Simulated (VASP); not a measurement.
Set up this calculation in VASP 6.6.1, as the native input.

```
Task                   : single point
Functional             : PBE
Potentials or basis    : VASP PAW PBE potentials, release 64 (Pb_d, O)
Cutoff                 : 520 eV
k mesh                 : 6 × 6 × 4
Occupations            : gaussian, width 0.01 eV
Spin                   : no spin polarisation
Dipole correction      : no
Further INCAR settings : ALGO = Normal; EDIFF = 1e-06; NBANDS = 28
```

The structure of PbO lies in POSCAR:

```
PbO
1.0
    4.1983844624      0.0000000000      0.0000000000
   -2.0991922312      3.6359075993      0.0000000000
    0.0000000000      0.0000000000      5.8555812354
Pb O
2 2
Direct
    0.3333333333      0.6666666667     -0.0141857210
    0.6666666667      0.3333333333      0.4858142790
    0.3333333333      0.6666666667      0.3891857210
    0.6666666667      0.3333333333      0.8891857210
```

One way to write it, as run:

INCAR

```
SYSTEM = PbO
  PREC = Accurate
  ENCUT = 520
  EDIFF = 1E-6
  ISMEAR = 0
  SIGMA = 0.01
  LREAL = .False.
  LASPH = .True.
  NELM = 100
  ALGO = Normal
  ISIF = 2
  LWAVE = .False.
  LCHARG = .False.
  GGA = PE
  NBANDS = 28
```

KPOINTS

```
regular mesh
0
Gamma
  6 6 4
  0 0 0
```

Potentials or basis: VASP PAW PBE potentials, release 64 (Pb_d, O).

Run with:

```bash
$ cat potpaw_PBE.64/Pb_d/POTCAR potpaw_PBE.64/O/POTCAR > POTCAR
$ mpirun -np 1 vasp_std > vasp.out
```

It gave:

- Pressure: 0.0 GPa
- Largest force: 0.011 eV/Å
- Band gap on the k mesh: 2.02 eV (least direct gap 2.30 eV)

Caveat: spin-orbit coupling is left out, which moves the levels of the heavy elements.

It took 25 s on 1 thread of Intel(R) Xeon(R) 6975P-C (Granite Rapids), on a shared host, peak memory 0.22 GiB.
